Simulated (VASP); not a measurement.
# PbSe (Pm-3m) in VASP: a series of runs

Aim: see how the results for PbSe move with the level of theory and the settings. Levels: PBEsol, RPBE, PBE. Tasks: relaxation of cell and atoms, single point.

Everything below comes from runs of VASP 6.6.1. Logs are shortened: lines on timing, memory, paths and dates and some standing lists are left out, and cuts for length are marked.

**1. The cell of the first run**

The structure is cubic, space group Pm-3m (No. 221). The conventional cell has a = 3.784 Å, b = 3.784 Å, c = 3.784 Å, α = 90.00°, β = 90.00°, γ = 90.00°. Pb (site symmetry m-3m) has 8 Se at 3.28 Å and 6 Pb at 3.78 Å within 4.3 Å. Within 4.3 Å of Se (site symmetry m-3m) lie 8 Pb at 3.28 Å and 6 Se at 3.78 Å.

**2. Relaxation of cell and atoms, PBEsol**

The input, INCAR:

```
SYSTEM = PbSe
PREC = Accurate
ENCUT = 600
EDIFF = 1E-7
ISMEAR = -1
SIGMA = 0.05
LREAL = .FALSE.
LASPH = .TRUE.
NELM = 80
ALGO = Normal
ISIF = 3
LWAVE = .FALSE.
LCHARG = .FALSE.
GGA = PS
IBRION = 2
NSW = 60
EDIFFG = -0.01
```

The input, KPOINTS:

```
Automatic mesh
0
G
  7 7 7
  0 0 0
```

The input, POSCAR:

```
PbSe
1.0
    3.7843220000      0.0000000000      0.0000000000
    0.0000000000      3.7843220000      0.0000000000
    0.0000000000      0.0000000000      3.7843220000
Pb Se
1 1
Direct
    0.0000000000      0.0000000000      0.0000000000
    0.5000000000      0.5000000000      0.5000000000
```

Potentials or basis: VASP PAW PBE potentials, release 64 (Pb_d, Se).

Launch:

```bash
cat potpaw_PBE.64/Pb_d/POTCAR potpaw_PBE.64/Se/POTCAR > POTCAR
mpirun -np 1 vasp_std > vasp.out
```

OUTCAR:

```text
SYSTEM = PbSe
   PREC = Accurate
   ENCUT = 600
   EDIFF = 1E-7
   ISMEAR = -1
   LREAL = .FALSE.
   LASPH = .TRUE.
   NELM = 80
   ISIF = 3
   GGA = PS
   IBRION = 2
   NSW = 60
   EDIFFG = -0.01

 ion  position               nearest neighbor table
   1  0.000  0.000  0.000-   2 3.28   2 3.28   2 3.28   2 3.28   2 3.28   2 3.28   2 3.28   2 3.28

   2  0.500  0.500  0.500-   1 3.28   1 3.28   1 3.28   1 3.28   1 3.28   1 3.28   1 3.28   1 3.28

  LATTYP: Found a simple cubic cell.
 ALAT       =     3.7843220000

  Lattice vectors:

 A1 = (   3.7843220000,   0.0000000000,   0.0000000000)
 A2 = (   0.0000000000,   3.7843220000,   0.0000000000)
 A3 = (   0.0000000000,   0.0000000000,   3.7843220000)

Analysis of symmetry for initial positions (statically):
=====================================================================
 Subroutine PRICEL returns:
 Original cell was already a primitive cell.

 Routine SETGRP: Setting up the symmetry group for a
 simple cubic supercell.

 Subroutine GETGRP returns: Found 48 space group operations
 (whereof 48 operations were pure point group operations)
 out of a pool of 48 trial point group operations.

The static configuration has the point symmetry O_h .

Analysis of symmetry for dynamics (positions and initial velocities):
=====================================================================
 Subroutine PRICEL returns:
 Original cell was already a primitive cell.

 Routine SETGRP: Setting up the symmetry group for a
 simple cubic supercell.

 Subroutine GETGRP returns: Found 48 space group operations
 (whereof 48 operations were pure point group operations)
 out of a pool of 48 trial point group operations.

The dynamic configuration has the point symmetry O_h .

 Subroutine INISYM returns: Found 48 space group operations
 (whereof 48 operations are pure point group operations),
 and found     1 'primitive' translations

----------------------------------------------------------------------------------------

                                     Primitive cell

  volume of cell :      54.1956

  direct lattice vectors                    reciprocal lattice vectors
     3.784322000  0.000000000  0.000000000     0.264248127  0.000000000  0.000000000
     0.000000000  3.784322000  0.000000000     0.000000000  0.264248127  0.000000000
     0.000000000  0.000000000  3.784322000     0.000000000  0.000000000  0.264248127

  length of vectors
     3.784322000  3.784322000  3.784322000     0.264248127  0.264248127  0.264248127

  position of ions in fractional coordinates (direct lattice)
     0.000000000  0.000000000  0.000000000
     0.500000000  0.500000000  0.500000000

  ion indices of the primitive-cell ions
   primitive index   ion index
                 1           1
                 2           2

----------------------------------------------------------------------------------------

 KPOINTS: Automatic mesh

Automatic generation of k-mesh.
 Grid dimensions read from file:
 generate k-points for:    7    7    7

 Generating k-lattice:

  Cartesian coordinates                     Fractional coordinates (reciprocal lattice)
     0.037749732  0.000000000  0.000000000     0.142857143  0.000000000  0.000000000
     0.000000000  0.037749732  0.000000000     0.000000000  0.142857143  0.000000000
     0.000000000  0.000000000  0.037749732     0.000000000  0.000000000  0.142857143

  Length of vectors
     0.037749732  0.037749732  0.037749732

  Shift w.r.t. Gamma in fractional coordinates (k-lattice)
     0.000000000  0.000000000  0.000000000

 Subroutine IBZKPT returns following result:
 ===========================================

 Found     20 irreducible k-points:

 Following reciprocal coordinates:
            Coordinates               Weight
  0.000000  0.000000  0.000000      1.000000
  0.142857  0.000000  0.000000      6.000000
  0.285714  0.000000  0.000000      6.000000
  0.428571  0.000000  0.000000      6.000000
  0.142857  0.142857  0.000000     12.000000
  0.285714  0.142857  0.000000     24.000000
[... 12 lines left out ...]
  0.428571  0.428571  0.285714     24.000000
  0.428571  0.428571  0.428571      8.000000
   k-points           NKPTS =     20   k-points in BZ     NKDIM =     20   number of bands    NBANDS=     14
   number of dos      NEDOS =    301   number of ions     NIONS =      2
   total plane-waves  NPLWV =  27000
   dimension x,y,z NGX =    30 NGY =   30 NGZ =   30
   dimension x,y,z NGXF=    60 NGYF=   60 NGZF=   60
   ions per type =               1   1
   NGX,Y,Z   is equivalent  to a cutoff of  13.18, 13.18, 13.18 a.u.
   NGXF,Y,Z  is equivalent  to a cutoff of  26.36, 26.36, 26.36 a.u.
 SYSTEM =  PbSe
   PREC   = accura    normal or accurate (medium, high low for compatibility)
   ISTART =      0    job   : 0-new  1-cont  2-samecut
   ICHARG =      2    charge: 1-file 2-atom 10-const
   ISPIN  =      1    spin polarized calculation?
   LNONCOLLINEAR =      F non collinear calculations
   LSORBIT =      F    spin-orbit coupling
   LASPH  =      T    aspherical Exc in radial PAW
   ENCUT  =  600.0 eV  44.10 Ry    6.64 a.u.   7.56  7.56  7.56*2*pi/ulx,y,z
   NELM   =     80;   NELMIN=  2; NELMDL= -5     # of ELM steps
   EDIFF  = 0.1E-06   stopping-criterion for ELM
   LREAL  =      F    real-space projection
   EDIFFG = -.1E-01   stopping-criterion for IOM
   NSW    =     60    number of steps for IOM
   IBRION =      2    ionic relax: 0-MD 1-quasi-New 2-CG
   NFREE  =      1    steps in history (QN), initial steepest desc. (CG)
   ISIF   =      3    stress and relaxation
   ISYM   =      2    0-nonsym 1-usesym 2-fastsym
   POTIM  = 0.5000    time-step for ionic-motion
   TEBEG  =    0.0;   TEEND  =   0.0 temperature during run
   PSTRESS=    0.0 pullay stress
   NELECT =      20.0000    total number of electrons
   NUPDOWN=      -1.0000    fix difference up-down
   EMIN   =  10.00;   EMAX   =-10.00  energy-range for DOS
   EFERMI =   0.00;   METHOD = LEGACY
   ISMEAR =    -1;   SIGMA  =   0.05  broadening in eV -4-tet -1-fermi 0-gaus
   EFERMI_NEDOS =   21; number of points for ismear=-14 and -15
   IALGO  =     38    algorithm
   IMIX   =      4    mixing-type and parameters
     AMIX     =   0.40;   BMIX     =  1.00
     AMIX_MAG =   1.60;   BMIX_MAG =  1.00
  volume/ion in A,a.u.               =      27.10       182.87
  Fermi-wavevector in a.u.,A,eV,Ry     =   1.174258  2.219025 18.760817  1.378881
  Thomas-Fermi vector in A             =   2.310658
   LORBIT       =      0    0 simple, 1 ext, 2 COOP (PROOUT), +10 PAW based schemes
   GGA     = PS    functional components
   LHFCALC =     F    Hartree Fock is set to
   AEXX    =    0.0000 exact exchange contribution
   IVDW    =     0    specifies the selected vdW correction
   LEPSILON=     F    determine dielectric tensor
   LRPA    =     F    only Hartree local field effects (RPA)
 conjugate gradient relaxation of ions
 non-spin polarized calculation
  energy-cutoff  :      600.00
  volume of cell :       54.20
 maximum number of plane-waves:      1839
 NGX is ok and might be reduce to    30
   NGX = 15   NGY = 15   NGZ = 15

--------------------------------------- Ionic step        1  -------------------------------------------

 number of electron      20.0000001 magnetization

 Free energy of the ion-electron system (eV)
  ---------------------------------------------------
  ext. energy  EPLUGINS =         0.00000000
  ---------------------------------------------------
  free energy    TOTEN  =        -8.47667810 eV

  energy without entropy =       -8.46645720  energy(sigma->0) =       -8.47156765

------------------------ aborting loop because EDIFF is reached ----------------------------------------

  FORCE on cell =-STRESS in cart. coord.  units (eV):
  Direction    XX          YY          ZZ          XY          YZ          ZX
  --------------------------------------------------------------------------------------
  -------------------------------------------------------------------------------------
  Total       -1.0880759     -1.0880759     -1.0880759     -0.0000000     -0.0000000      0.0000000
  in kB      -32.1666272    -32.1666272    -32.1666272     -0.0000000     -0.0000000      0.0000000
  external PRESSURE =     -32.1666272 kB  Pullay stress =       0.0000000 kB

 VOLUME and BASIS-vectors are now :
 -----------------------------------------------------------------------------
  energy-cutoff  :      600.00
  volume of cell :       54.20
      direct lattice vectors                 reciprocal lattice vectors
     3.784322000  0.000000000  0.000000000     0.264248127  0.000000000  0.000000000
     0.000000000  3.784322000  0.000000000     0.000000000  0.264248127  0.000000000
     0.000000000  0.000000000  3.784322000     0.000000000  0.000000000  0.264248127
[... 37 lines left out ...]
 POSITION                                       TOTAL-FORCE (eV/Angst)
 -----------------------------------------------------------------------------------
      0.00000      0.00000      0.00000        -0.000000     -0.000000      0.000000
      1.84250      1.84250      1.84250         0.000000      0.000000      0.000000
 -----------------------------------------------------------------------------------
    total drift:                                0.000000     -0.000000     -0.000000

  FREE ENERGIE OF THE ION-ELECTRON SYSTEM (eV)
  ---------------------------------------------------
  free  energy   TOTEN  =        -8.5099825437 eV

  energy  without entropy=       -8.5010490403  energy(sigma->0) =       -8.50551579

--------------------------------------- Ionic step        3  -------------------------------------------

 number of electron      19.9999996 magnetization

 Free energy of the ion-electron system (eV)
  ---------------------------------------------------
  ext. energy  EPLUGINS =         0.00000000
  ---------------------------------------------------
  free energy    TOTEN  =        -8.51240407 eV

  energy without entropy =       -8.50307825  energy(sigma->0) =       -8.50774116

 E-fermi :   5.8834     XC(G=0): -10.4237

 val. band max:        5.8410347992   @ k =   0.2857   0.1429   0.1429
 cond. band min:       5.9083363146   @ k =   0.1429   0.1429   0.1429
 fundamental gap:      0.0673015154
 Fermi energy:         5.8833888801

 k-point     1 :       0.0000    0.0000    0.0000
  band No.  band energies     occupation
      1     -10.9656      2.00000
      2     -10.9656      2.00000
      3     -10.7820      2.00000
      4     -10.7820      2.00000
      5     -10.7820      2.00000
      6      -7.7649      2.00000
      7      -1.0433      2.00000
      8       4.2254      2.00000
      9       4.2254      2.00000
     10       4.2254      2.00000
     11      10.8610      0.00000
     12      10.8610      0.00000
     13      12.3818      0.00000
     14      12.3818      0.00000

 k-point     2 :       0.1429    0.0000    0.0000
  band No.  band energies     occupation
      1     -10.9639      2.00000
      2     -10.9386      2.00000
      3     -10.7925      2.00000
      4     -10.7925      2.00000
      5     -10.7811      2.00000
      6      -7.5988      2.00000
      7      -1.4187      2.00000
      8       4.1618      2.00000
      9       4.4159      2.00000
     10       4.4159      2.00000
[... 330 lines left out ...]
 POSITION                                       TOTAL-FORCE (eV/Angst)
 -----------------------------------------------------------------------------------
      0.00000      0.00000      0.00000        -0.000000      0.000000      0.000000
      1.85235      1.85235      1.85235         0.000000     -0.000000      0.000000
 -----------------------------------------------------------------------------------
    total drift:                                0.000000     -0.000000     -0.000000

  FREE ENERGIE OF THE ION-ELECTRON SYSTEM (eV)
  ---------------------------------------------------
  free  energy   TOTEN  =        -8.5124040669 eV

  energy  without entropy=       -8.5030782494  energy(sigma->0) =       -8.50774116

 reached required accuracy - stopping structural energy minimisation
```

Run time: 29 s. Hardware: 1 thread of Intel Xeon 6975P-C, shared host; peak memory 0.18 GiB.

Results:

```yaml
Free_energy: -8.5124 eV
Relaxed_volume: 25.42 Å³/atom
Relaxed_cell: a = 3.705 Å, b = 3.705 Å, c = 3.705 Å, α = 90.00°, β = 90.00°, γ = 90.00°
Space_group_after_relaxing_to_0.05_Å: Pm-3m (No. 221)
Energy_gained_by_relaxing: 17.9 meV/atom
Ionic_steps: 3
Pressure_after_relaxing: 0.0 GPa
Band_gap_on_the_k_mesh: zero (band 10 reaches 5.91 eV, above the bottom of band 11 at 5.53 eV)
```

Step by step:
```
step  energy change (eV)  largest force (eV/Å)  pressure (GPa)  volume (Å³)
   1              0.0000                0.0000           -3.22        54.20
   2             -0.0333                0.0000            0.99        50.04
   3             -0.0357                0.0000            0.00        50.85
```

Final structure:
```
Pb Se
1.0
     3.70469    0.00000    0.00000
     0.00000    3.70469    0.00000
     0.00000    0.00000    3.70469
Pb Se
1 1
Direct
  0.00000 0.00000 0.00000
  0.50000 0.50000 0.50000
```

Caveat: the PAW data sets were made with another functional, which shifts forces and pressure a little; spin-orbit coupling is left out, which moves the levels of the heavy elements.

(Part 1 of 2 ends here.)
